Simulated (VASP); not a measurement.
MoSe, 2 atoms in the cell. It takes space group Fm-3m (No. 225, cubic). Conventional cell: a = 5.786 Å, b = 5.786 Å, c = 5.786 Å, α = 90.00°, β = 90.00°, γ = 90.00°. Within 3.8 Å of Mo (site symmetry m-3m) lie 6 Se at 2.89 Å. Se (site symmetry m-3m) has 6 Mo at 2.89 Å within 3.8 Å. 

| Property | Result |
| --- | --- |
| Program | VASP 6.6.1 |
| Task | single point |
| Functional | PBE-based screened hybrid with 25 % exact exchange |
| Potentials or basis | VASP PAW PBE potentials, release 64 (Mo_sv, Se) |
| Cutoff | 520 eV |
| k mesh | 4 × 4 × 4 |
| Occupations | fermi-dirac, width 0.05 eV |
| Spin | no spin polarisation |
| Dipole correction | no |
| Grid for exact exchange (PRECFOCK) | Normal |
| Share of exact exchange | 0.25 |
| Further INCAR settings | ALGO = Normal; EDIFF = 1e-06; NBANDS = 17 |
| Screening parameter | 0.2 1/Å |

Potentials or basis: VASP PAW PBE potentials, release 64 (Mo_sv, Se).

Launch:

```console
$ cat potpaw_PBE.64/Mo_sv/POTCAR potpaw_PBE.64/Se/POTCAR > POTCAR
$ cp INCAR.step1 INCAR
$ mpirun -np 1 vasp_std > vasp.out
$ cp INCAR.step2 INCAR
$ mpirun -np 1 vasp_std > vasp.out
```

Hardware: 1 thread of Intel(R) Xeon(R) 6975P-C (Granite Rapids), with other jobs on the host.

Problem. Estimate the wall time of this run.

Solution. Run time: 15 min on 1 thread of Intel(R) Xeon(R) 6975P-C (Granite Rapids), on a shared host, peak memory 0.27 GiB. Counts: k points 8.
